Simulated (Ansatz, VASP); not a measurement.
## CO2 in VASP and in Ansatz

INCAR

```
SYSTEM = CO2
PREC     = Accurate       ! precision mode
ENCUT    = 520            ! plane-wave cutoff, eV
EDIFF    = 1E-7           ! SCF threshold, eV
ISMEAR   = 0              ! smearing method
SIGMA    = 0.02           ! smearing width, eV
LREAL    = .FALSE.        ! projectors in reciprocal space
LASPH    = .TRUE.         ! aspherical terms in the spheres
NELM     = 100            ! most SCF steps
ALGO     = Normal         ! electronic algorithm
ISIF     = 2              ! what is computed and relaxed
LWAVE    = .FALSE.        ! write WAVECAR
LCHARG   = .FALSE.        ! write CHGCAR
GGA      = PS             ! functional
NBANDS   = 25             ! bands
```

Contents of KPOINTS:

```
Automatic mesh
0
G
  6 6 6
  0 0 0
```

Contents of POSCAR:

```
CO2
1.0
    4.5946341885      0.0000000000      0.0000000000
    0.0000000000      4.5946341885      0.0000000000
    0.3827845533      0.0000000000      4.7848069164
C O
2 4
Direct
    0.5000000000      0.5000000000      0.5000000000
    0.0000000000      0.0000000000      0.0000000000
    0.3203915717      0.6796084283      0.5000000000
    0.6796084283      0.3203915717      0.5000000000
    0.1796084283      0.1796084283      0.0000000000
    0.8203915717      0.8203915717      0.0000000000
```

Input for Ansatz:

```yaml
crystal:
  lattice:
    - [4.5946341885, 0.0, 0.0]
    - [0.0, 4.5946341885, 0.0]
    - [0.3827845533, 0.0, 4.7848069164]
  atoms:
    - { symbol: C, position: [0.5, 0.5, 0.5] }
    - { symbol: C, position: [0.0, 0.0, 0.0] }
    - { symbol: O, position: [0.3203915717, 0.6796084283, 0.5] }
    - { symbol: O, position: [0.6796084283, 0.3203915717, 0.5] }
    - { symbol: O, position: [0.1796084283, 0.1796084283, 0.0] }
    - { symbol: O, position: [0.8203915717, 0.8203915717, 0.0] }
basis:
  ecutwfc: 420
kpoints:
  mp_grid: { grid: [6, 6, 6] }
  band_path: { path: [VBM, CBM], npoints: 2 }
hamiltonian:
  xc: pbesol
scf:
  occupations: { method: gaussian, width: 0.02 }
output:
  forces: true
  stress: true
  eigenvalues: true
checkpoint:
  read: start.run
  write: ck
  compress: false
  write_wavefunctions: false
  write_every: 100000
```

Alike in both runs: task single point; functional PBEsol; k mesh 6 × 6 × 6; occupations gaussian, width 0.02 eV; no spin polarisation.

```csv
,VASP,Ansatz
version,VASP 6.6.1,Ansatz 0.2.0
potentials or method,"VASP PAW PBE potentials, release 64 (C, O), cutoff 520 eV","scalar-relativistic, plane waves, PAW"
valence electrons in the cell,32,32
```

|  | VASP | Ansatz | Ansatz less VASP |
| --- | --- | --- | --- |
| gap on the k mesh at the Fermi level (eV) | 6.57 | 6.59 | +0.018 |
| least direct gap on the mesh (eV) | 6.72 | 6.74 | +0.018 |
| pressure (GPa) | 1.5 | 0.0 | -1.48 |
| traceless stress, the component that is largest in VASP (GPa) | -1.75 | -0.02 | +1.733 |
| rms of the force components (eV/Å) | 0.331 | 0.004 | -0.3272 |

VASP's potentials were made for PBE, not for PBEsol. Atom by atom the forces differ by 0.332 eV/Å (rms over components).

Noted on VASP's run: the standard files for N, O and F lose accuracy on very short bonds.
